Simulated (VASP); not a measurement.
# TaN (I4/mmm) in VASP: a series of runs

TaN is run at these levels: r2SCAN; tasks: single point.

Everything below comes from runs of VASP 6.6.1. Logs are shortened: lines on timing, memory, paths and dates and some standing lists are left out, and cuts for length are marked.

**1. The cell of the first run**

It takes space group I4/mmm (No. 139, tetragonal). The conventional cell has a = 3.005 Å, b = 3.005 Å, c = 4.358 Å, α = 90.00°, β = 90.00°, γ = 90.00°. Within 2.8 Å of Ta (site symmetry 4/mmm) lie 6 N at 2.12 to 2.18 Å. Within 2.8 Å of N (site symmetry 4/mmm) lie 6 Ta at 2.12 to 2.18 Å.

**2. Single point, r2SCAN**

POSCAR reads:

```
TaN
1.0
    0.0000000000      2.1245250000      2.1790000000
    2.1245250000      0.0000000000      2.1790000000
    2.1245250000      2.1245250000      0.0000000000
Ta N
1 1
Direct
    0.5000000000      0.5000000000      0.5000000000
    0.0000000000      0.0000000000      0.0000000000
```

INCAR.step1 reads:

```
SYSTEM = TaN
PREC = Accurate
ENCUT = 520
ISMEAR = -1
SIGMA = 0.05
LREAL = .False.
LASPH = .True.
NELM = 60
NBANDS = 15
GGA = PE
ALGO = Normal
EDIFF = 1E-4
LWAVE = .True.
LCHARG = .False.
```

INCAR.step2 reads:

```
SYSTEM = TaN
PREC = Accurate
ENCUT = 520
EDIFF = 1E-6
ISMEAR = -1
SIGMA = 0.05
LREAL = .False.
LASPH = .True.
NELM = 60
ALGO = Normal
ISIF = 2
LWAVE = .False.
LCHARG = .False.
METAGGA = R2SCAN
LMIXTAU = .True.
NBANDS = 15
ISTART = 1
```

KPOINTS reads:

```
Automatic mesh
0
Gamma
  14 14 14
  0 0 0
```

Potentials or basis: VASP PAW PBE potentials, release 64 (Ta_pv, N).

The run is started by

```sh
$ cat potpaw_PBE.64/Ta_pv/POTCAR potpaw_PBE.64/N/POTCAR > POTCAR
$ cp INCAR.step1 INCAR
$ mpirun -np 1 vasp_std > vasp.out
$ cp INCAR.step2 INCAR
$ mpirun -np 1 vasp_std > vasp.out
```

OUTCAR:

```text
SYSTEM = TaN
   PREC = Accurate
   ENCUT = 520
   EDIFF = 1E-6
   ISMEAR = -1
   LREAL = .False.
   LASPH = .True.
   NELM = 60
   ISIF = 2
   METAGGA = R2SCAN
   ISTART = 1

 ion  position               nearest neighbor table
   1  0.500  0.500  0.500-   2 2.12   2 2.12   2 2.12   2 2.12   2 2.18   2 2.18
   2  0.000  0.000  0.000-   1 2.12   1 2.12   1 2.12   1 2.12   1 2.18   1 2.18

  LATTYP: Found a body centered tetragonal cell.
 ALAT       =     3.0045320686
 C/A-ratio  =     1.4504754486

  Lattice vectors:

 A1 = (  -2.1245250000,   0.0000000000,   2.1790000000)
 A2 = (   2.1245250000,   0.0000000000,   2.1790000000)
 A3 = (   0.0000000000,   2.1245250000,  -2.1790000000)

Analysis of symmetry for initial positions (statically):
=====================================================================
 Subroutine PRICEL returns:
 Original cell was already a primitive cell.

 Routine SETGRP: Setting up the symmetry group for a
 body centered tetragonal supercell.

 Subroutine GETGRP returns: Found 16 space group operations
 (whereof 16 operations were pure point group operations)
 out of a pool of 16 trial point group operations.

The static configuration has the point symmetry D_4h.

Analysis of symmetry for dynamics (positions and initial velocities):
=====================================================================
 Subroutine PRICEL returns:
 Original cell was already a primitive cell.

 Routine SETGRP: Setting up the symmetry group for a
 body centered tetragonal supercell.

 Subroutine GETGRP returns: Found 16 space group operations
 (whereof 16 operations were pure point group operations)
 out of a pool of 16 trial point group operations.

The dynamic configuration has the point symmetry D_4h.

 Subroutine INISYM returns: Found 16 space group operations
 (whereof 16 operations are pure point group operations),
 and found     1 'primitive' translations

----------------------------------------------------------------------------------------

                                     Primitive cell

  volume of cell :      19.6703

  direct lattice vectors                    reciprocal lattice vectors
     0.000000000  2.124525000  2.179000000    -0.235346725  0.235346725  0.229463056
     2.124525000  0.000000000  2.179000000     0.235346725 -0.235346725  0.229463056
     2.124525000  2.124525000  0.000000000     0.235346725  0.235346725 -0.229463056

  length of vectors
     3.043295496  3.043295496  3.004532069     0.404264092  0.404264092  0.404264092

  position of ions in fractional coordinates (direct lattice)
     0.500000000  0.500000000  0.500000000
     0.000000000  0.000000000  0.000000000

  ion indices of the primitive-cell ions
   primitive index   ion index
                 1           1
                 2           2

----------------------------------------------------------------------------------------

 KPOINTS: Automatic mesh

Automatic generation of k-mesh.
 Grid dimensions read from file:
 generate k-points for:   14   14   14

 Generating k-lattice:

  Cartesian coordinates                     Fractional coordinates (reciprocal lattice)
    -0.016810480  0.016810480  0.016390218     0.071428571  0.000000000  0.000000000
     0.016810480 -0.016810480  0.016390218     0.000000000  0.071428571  0.000000000
     0.016810480  0.016810480 -0.016390218    -0.000000000 -0.000000000  0.071428571

  Length of vectors
     0.028876007  0.028876007  0.028876007

  Shift w.r.t. Gamma in fractional coordinates (k-lattice)
     0.000000000  0.000000000  0.000000000

 Subroutine IBZKPT returns following result:
 ===========================================

 Found    244 irreducible k-points:

 Following reciprocal coordinates:
            Coordinates               Weight
  0.000000  0.000000  0.000000      1.000000
  0.071429  0.000000  0.000000      8.000000
  0.142857  0.000000  0.000000      8.000000
  0.214286  0.000000  0.000000      8.000000
  0.285714  0.000000  0.000000      8.000000
  0.357143 -0.000000  0.000000      8.000000
[... 16 lines left out ...]
  0.214286  0.142857  0.000000      8.000000
  0.285714  0.142857  0.000000      8.000000
 [... further k-points ...]
   k-points           NKPTS =    244   k-points in BZ     NKDIM =    244   number of bands    NBANDS=     15
   number of dos      NEDOS =    301   number of ions     NIONS =      2
   total plane-waves  NPLWV =  13824
   dimension x,y,z NGX =    24 NGY =   24 NGZ =   24
   dimension x,y,z NGXF=    48 NGYF=   48 NGZF=   48
   ions per type =               1   1
   NGX,Y,Z   is equivalent  to a cutoff of  13.11, 13.11, 13.28 a.u.
   NGXF,Y,Z  is equivalent  to a cutoff of  26.22, 26.22, 26.56 a.u.
 SYSTEM =  TaN
   PREC   = accura    normal or accurate (medium, high low for compatibility)
   ISTART =      1    job   : 0-new  1-cont  2-samecut
   ICHARG =      0    charge: 1-file 2-atom 10-const
   ISPIN  =      1    spin polarized calculation?
   LNONCOLLINEAR =      F non collinear calculations
   LSORBIT =      F    spin-orbit coupling
   LASPH  =      T    aspherical Exc in radial PAW
   ENCUT  =  520.0 eV  38.22 Ry    6.18 a.u.   5.66  5.66  5.59*2*pi/ulx,y,z
   NELM   =     60;   NELMIN=  2; NELMDL=  0     # of ELM steps
   EDIFF  = 0.1E-05   stopping-criterion for ELM
   LREAL  =      F    real-space projection
   EDIFFG = 0.1E-04   stopping-criterion for IOM
   NSW    =      0    number of steps for IOM
   IBRION =     -1    ionic relax: 0-MD 1-quasi-New 2-CG
   NFREE  =      0    steps in history (QN), initial steepest desc. (CG)
   ISIF   =      2    stress and relaxation
   ISYM   =      2    0-nonsym 1-usesym 2-fastsym
   POTIM  = 0.5000    time-step for ionic-motion
   TEBEG  =    0.0;   TEEND  =   0.0 temperature during run
   PSTRESS=    0.0 pullay stress
   NELECT =      16.0000    total number of electrons
   NUPDOWN=      -1.0000    fix difference up-down
   EMIN   =  10.00;   EMAX   =-10.00  energy-range for DOS
   EFERMI =   0.00;   METHOD = LEGACY
   ISMEAR =    -1;   SIGMA  =   0.05  broadening in eV -4-tet -1-fermi 0-gaus
   EFERMI_NEDOS =   21; number of points for ismear=-14 and -15
   IALGO  =     38    algorithm
   IMIX   =      4    mixing-type and parameters
     AMIX     =   0.40;   BMIX     =  1.00
     AMIX_MAG =   1.60;   BMIX_MAG =  1.00
  volume/ion in A,a.u.               =       9.84        66.37
  Fermi-wavevector in a.u.,A,eV,Ry     =   1.528192  2.887864 31.774638  2.335370
  Thomas-Fermi vector in A             =   2.635984
   LORBIT       =      0    0 simple, 1 ext, 2 COOP (PROOUT), +10 PAW based schemes
   METAGGA = R2SCAN    functional components
   LHFCALC =     F    Hartree Fock is set to
   AEXX    =    0.0000 exact exchange contribution
   IVDW    =     0    specifies the selected vdW correction
   LEPSILON=     F    determine dielectric tensor
   LRPA    =     F    only Hartree local field effects (RPA)
 non-spin polarized calculation
  energy-cutoff  :      520.00
  volume of cell :       19.67
 maximum number of plane-waves:       543
   NGX = 11   NGY = 11   NGZ = 11

 number of electron      15.9999997 magnetization

 Free energy of the ion-electron system (eV)
  ---------------------------------------------------
  ext. energy  EPLUGINS =         0.00000000
  ---------------------------------------------------
  free energy    TOTEN  =       -59.43428536 eV

  energy without entropy =      -59.42814495  energy(sigma->0) =      -59.43121515

 E-fermi :  10.5176     XC(G=0): -14.9605

 val. band max:       10.5150045704   @ k =   0.0714   0.0000   0.0714
 cond. band min:      10.5180930782   @ k =   0.5000   0.1429   0.0000
 fundamental gap:      0.0030885078
 Fermi energy:        10.5176238773

 k-point     1 :       0.0000    0.0000    0.0000
  band No.  band energies     occupation
      1     -26.4795      2.00000
      2     -26.4708      2.00000
      3     -26.4708      2.00000
      4     -10.1655      2.00000
      5       6.0464      2.00000
      6       6.1815      2.00000
      7       6.1815      2.00000
      8       7.8985      2.00000
      9       8.2400      2.00000
     10       8.2400      2.00000
     11      10.3622      1.91442
     12      10.8437      0.00294
     13      13.1414      0.00000
     14      20.2967      0.00000
     15      20.5311      0.00000

 k-point     2 :       0.0714    0.0000    0.0000
  band No.  band energies     occupation
      1     -26.5385      2.00000
      2     -26.4829      2.00000
      3     -26.4749      2.00000
      4     -10.0177      2.00000
      5       5.4369      2.00000
      6       5.6276      2.00000
      7       5.7071      2.00000
      8       8.1893      2.00000
      9       8.4474      2.00000
     10       8.5052      2.00000
     11      10.9169      0.00068
     12      11.4209      0.00000
     13      13.5211      0.00000
     14      20.2966      0.00000
     15      20.9643      0.00000

 k-point     3 :       0.1429    0.0000    0.0000
  band No.  band energies     occupation
      1     -26.7158      2.00000
      2     -26.5009      2.00000
      3     -26.4863      2.00000
      4      -9.5979      2.00000
      5       4.1251      2.00000
      6       4.6811      2.00000
      7       4.7655      2.00000
      8       8.7540      2.00000
      9       8.9425      2.00000
     10       8.9427      2.00000
     11      12.2171      0.00000
     12      12.7756      0.00000
     13      14.4719      0.00000
     14      20.2965      0.00000
     15      22.1337      0.00000
[... 343 lines left out ...]
 k-point    23 :       0.2143    0.1429    0.0000
  band No.  band energies     occupation
      1     -26.8461      2.00000
      2     -26.5690      2.00000
      3     -26.5639      2.00000
      4      -9.1834      2.00000
      5       2.2846      2.00000
      6       4.7879      2.00000
      7       5.0146      2.00000
      8       7.0610      2.00000
      9      10.6589      0.11198
     10      10.7354      0.02536
     11      11.9732      0.00000
     12      13.6572      0.00000
     13      16.4911      0.00000
     14      20.2964      0.00000
     15      23.7387      0.00000

 k-point    24 :       0.2857    0.1429    0.0000
  band No.  band energies     occupation
      1     -27.0540      2.00000
      2     -26.5962      2.00000
      3     -26.5952      2.00000
      4      -8.6766      2.00000
      5       1.5610      2.00000
      6       3.7985      2.00000
      7       4.2886      2.00000
      8       7.5926      2.00000
      9      11.3428      0.00000
     10      11.4145      0.00000
     11      13.3944      0.00000
     12      14.7880      0.00000
     13      17.6227      0.00000
     14      20.2961      0.00000
     15      24.7769      0.00000

 [... further k-points ...]
[... 5 lines left out ...]
  --------------------------------------------------------------------------------------
  -------------------------------------------------------------------------------------
  Total        5.1599858      5.1599858      2.6607521      0.0000000      0.0000000      0.0000000
  in kB      420.2891453    420.2891453    216.7225403      0.0000000      0.0000000      0.0000000
  external PRESSURE =     352.4336103 kB  Pullay stress =       0.0000000 kB

 VOLUME and BASIS-vectors are now :
 -----------------------------------------------------------------------------
  energy-cutoff  :      520.00
  volume of cell :       19.67
      direct lattice vectors                 reciprocal lattice vectors
     0.000000000  2.124525000  2.179000000    -0.235346725  0.235346725  0.229463056
     2.124525000  0.000000000  2.179000000     0.235346725 -0.235346725  0.229463056
     2.124525000  2.124525000  0.000000000     0.235346725  0.235346725 -0.229463056

 POSITION                                       TOTAL-FORCE (eV/Angst)
 -----------------------------------------------------------------------------------
      2.12453      2.12453      2.17900        -0.000000      0.000000      0.000000
      0.00000      0.00000      0.00000         0.000000     -0.000000      0.000000
 -----------------------------------------------------------------------------------
    total drift:                                0.000000     -0.000000     -0.000000

  FREE ENERGIE OF THE ION-ELECTRON SYSTEM (eV)
  ---------------------------------------------------
  free  energy   TOTEN  =       -59.4342853577 eV

  energy  without entropy=      -59.4281449510  energy(sigma->0) =      -59.43121515
```

Wall time 82 s (1 thread of Intel Xeon 6975P-C (Granite Rapids), shared host); peak memory 0.2 GiB.

Results:

| Property | Result |
| --- | --- |
| Free energy | -59.4343 eV |
| Pressure | 35.2 GPa |
| Band gap on the k mesh | zero (bands 8 and 9 overlap by 4.36 eV) |

Caveat: the cell stands under pressure; the PAW data sets were made with another functional, which shifts forces and pressure a little; spin-orbit coupling is left out, which moves the levels of the heavy elements.

**3. Single point, r2SCAN**

This run uses another cell than the first one, of 10.87 Å³/atom.

POSCAR reads:

```
TaN
1.0
    0.0000000000      2.2334750000      2.1790000000
    2.2334750000      0.0000000000      2.1790000000
    2.2334750000      2.2334750000      0.0000000000
Ta N
1 1
Direct
    0.5000000000      0.5000000000      0.5000000000
    0.0000000000      0.0000000000      0.0000000000
```

Edit INCAR.step1 of step 2 so:

```diff
@@ -7,3 +7,3 @@
 LASPH = .True.
-NELM = 60
+NELM = 100
 NBANDS = 15
```

INCAR.step2 reads:

```
SYSTEM = TaN
PREC = Accurate
ENCUT = 520
EDIFF = 1E-6
ISMEAR = -1
SIGMA = 0.05
LREAL = .False.
LASPH = .True.
NELM = 100
ALGO = Normal
ISIF = 2
LWAVE = .False.
LCHARG = .True.
METAGGA = R2SCAN
LMIXTAU = .True.
LELF = .True.
LVHAR = .True.
NBANDS = 15
ISTART = 1
```

KPOINTS reads:

```
regular mesh
0
Gamma
  14 14 14
  0 0 0
```

Potentials or basis: VASP PAW PBE potentials, release 64 (Ta_pv, N).

The run is started by

```sh
$ cat potpaw_PBE.64/Ta_pv/POTCAR potpaw_PBE.64/N/POTCAR > POTCAR
$ cp INCAR.step1 INCAR
$ mpirun -np 1 vasp_std > vasp.out
$ cp INCAR.step2 INCAR
$ mpirun -np 1 vasp_std > vasp.out
```

It took 80 s on 1 thread of Intel Xeon 6975P-C (Granite Rapids), shared host; peak memory 0.21 GiB.

Results (log left out):

- Free energy: -59.6059 eV
- Pressure: -5.4 GPa
- Band gap on the k mesh: zero (bands 8 and 9 overlap by 3.93 eV)

Stress tensor (GPa, compression positive):
```
-9.88  0.00  0.00
 0.00 -9.88  0.00
 0.00  0.00  3.43
```

Levels at points of the mesh, in eV from the Fermi level:
```
           k point  band 6  band 7  band 8  band 9  band 10  band 11
(0.00, 0.00, 0.00)   -4.11   -4.01   -2.19   -2.19    -1.91    -0.03
(0.50, 0.00, 0.00)   -7.84   -7.83    1.74    1.96     2.03     4.01
(0.50, 0.50, 0.00)   -5.49   -5.02   -5.02    2.17     3.43     3.43
(0.50, 0.00, 0.50)   -5.44   -4.94   -4.86    2.09     3.26     3.57
```

Caveat: the cell stands under tension; the PAW data sets were made with another functional, which shifts forces and pressure a little; spin-orbit coupling is left out, which moves the levels of the heavy elements.
